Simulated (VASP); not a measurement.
Wanted: the native input for a VASP 6.6.1 run.

```
Task                   : single point
Functional             : PBEsol
Potentials or basis    : VASP PAW PBE potentials, release 64 (W_sv)
Cutoff                 : 520 eV
k mesh                 : 16 × 16 × 12
Occupations            : gaussian, width 0.15 eV
Spin                   : no spin polarisation
Dipole correction      : no
Further INCAR settings : ALGO = Fast; EDIFF = 1e-07; NBANDS = 21
```

The structure of W lies in POSCAR:

```
W
1.0
    0.0000000000     -1.9991269216     -1.9991269216
    0.0000000000      1.9991269216     -1.9991269216
    3.9982538432      0.0000000000      0.0000000000
W
2
Direct
    0.5303132329      0.4696867671      0.4829925756
   -0.0303132329      0.0303132329      0.0170074244
```

This cell differs from its parent crystal: atoms displaced along several vibrational modes.

One way to write it, as run:

INCAR

```
SYSTEM = W
PREC = Accurate
ENCUT = 520
EDIFF = 1E-7
ISMEAR = 0
SIGMA = 0.15
LREAL = .FALSE.
LASPH = .TRUE.
NELM = 60
ALGO = Fast
ISIF = 2
LWAVE = .FALSE.
LCHARG = .FALSE.
GGA = PS
NBANDS = 21
```

KPOINTS

```
Automatic mesh
0
G
  16 16 12
  0 0 0
```

Potentials or basis: VASP PAW PBE potentials, release 64 (W_sv).

Launch:

```sh
$ cat potpaw_PBE.64/W_sv/POTCAR > POTCAR
$ mpirun -np 1 vasp_std > vasp.out
```

It gave:

The pressure is 6.6 GPa and the largest force is 1.845 eV/Å. The band gap on the k mesh is zero (bands 14 and 15 overlap by 3.69 eV).

Caveat: the cell differs from its parent crystal (atoms displaced along several vibrational modes); the stress differs along the axes, from 4 to 11 GPa; the PAW data sets were made with another functional, which shifts forces and pressure a little; spin-orbit coupling is left out, which moves the levels of the heavy elements.

Wall time 6 min on 1 thread of Intel(R) Xeon(R) Platinum 8488C (Sapphire Rapids), on a shared host, peak memory 0.5 GiB.
